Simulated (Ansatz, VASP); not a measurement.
This is a calculation of K for Ansatz 0.2.0.

The input input.yaml:

```yaml
crystal:
  lattice:
    - [-2.7154236633, 2.7154236633, 2.7154236633]
    - [2.7154236633, -2.7154236633, 2.7154236633]
    - [2.7154236633, 2.7154236633, -2.7154236633]
  atoms:
    - { symbol: K, position: [0.0, 0.0, 0.0] }
kpoints:
  mp_grid: { grid: [7, 7, 7] }
scf:
  occupations: { method: fermi_dirac, width: 0.05 }
hamiltonian:
  xc: pbe
  pseudopotentials: { kind: all_electron, lapw: { basis_error: 0.0005 } }
output:
  forces: true
  stress: true
  eigenvalues: true
```

Potentials or basis: all-electron LAPW, scalar-relativistic.

The run is started by

```sh
$ ansatz run input.yaml --threads 1 --pin off --max-ram 2560MiB --backend cpu --events-out ev --progress --plain --runs-dir out
```

Question: Translate it to VASP 6.6.1. Potentials there: VASP PAW PBE potentials, release 64 (K_sv).

Answer: As run (the cutoff follows the program's own potentials):

INCAR

```
PREC = Accurate ; ENCUT = 520
EDIFF = 1E-7 ; ISMEAR = -1
SIGMA = 0.05 ; LREAL = False
LASPH = True ; NELM = 60
ALGO = Normal ; ISIF = 2
LWAVE = False ; LCHARG = False
GGA = PE ; NBANDS = 10
```

The input KPOINTS:

```
regular mesh
0
Gamma
  7 7 7
```

The input POSCAR:

```
K
1.0
   -2.7154236633      2.7154236633      2.7154236633
    2.7154236633     -2.7154236633      2.7154236633
    2.7154236633      2.7154236633     -2.7154236633
K
1
Direct
    0.0000000000      0.0000000000      0.0000000000
```

Potentials or basis: VASP PAW PBE potentials, release 64 (K_sv).

Run with:

```sh
$ cat potpaw_PBE.64/K_sv/POTCAR > POTCAR
$ mpirun -np 1 vasp_std > vasp.out
```

Both were run:

|  | VASP | Ansatz | Ansatz less VASP |
| --- | --- | --- | --- |
| gap on the k mesh at the Fermi level (eV) | none | none | - |
| pressure (GPa) | -0.3 | -0.3 | +0.01 |

A gap of «none» marks a metal or a gap that the smearing closes. Ansatz ran all-electron here, and VASP with PAW potentials.
